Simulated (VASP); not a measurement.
Wanted: the native input for a VASP 6.6.1 run.

| Property | Result |
| --- | --- |
| Task | single point |
| Functional | PBEsol |
| Potentials or basis | VASP PAW PBE potentials, release 64 (Ti_sv) |
| Cutoff | 500 eV |
| k mesh | 11 × 11 × 11 |
| Occupations | fermi-dirac, width 0.1 eV |
| Spin | no spin polarisation |
| Dipole correction | no |
| Further INCAR settings | ALGO = Normal; EDIFF = 1e-06; NBANDS = 12 |

The structure of Ti lies in POSCAR:

```
Ti
1.0
   -1.5045450619      1.5045450619      1.5045450619
    1.5045450619     -1.5045450619      1.5045450619
    1.5045450619      1.5045450619     -1.5045450619
Ti
1
Direct
    0.0000000000      0.0000000000      0.0000000000
```

This isn't the form of Ti at room conditions, which is hcp.

These files were run (other wordings do the same):

INCAR

```
ALGO = Normal
EDIFF = 1E-6
ENCUT = 500
GGA = PS
GGA_COMPAT = F
ISIF = 2
ISMEAR = -1
LASPH = T
LCHARG = F
LREAL = F
LWAVE = F
NBANDS = 12
NELM = 120
PREC = Accurate
SIGMA = 0.1
```

KPOINTS

```
k-points
0
Gamma
  11 11 11
```

Potentials or basis: VASP PAW PBE potentials, release 64 (Ti_sv).

Launch:

```console
$ cat potpaw_PBE.64/Ti_sv/POTCAR > POTCAR
$ mpirun -np 1 vasp_std > vasp.out
```

It gave:

The pressure is 29.3 GPa and the band gap on the k mesh is zero (bands 6 and 7 overlap by 2.02 eV).

Caveat: the cell stands under pressure; the PAW data sets were made with another functional, which shifts forces and pressure a little.

Run time: 5.2 s on 1 thread of Intel(R) Xeon(R) Platinum 8488C (Sapphire Rapids) (shared host), peak memory 0.13 GiB.
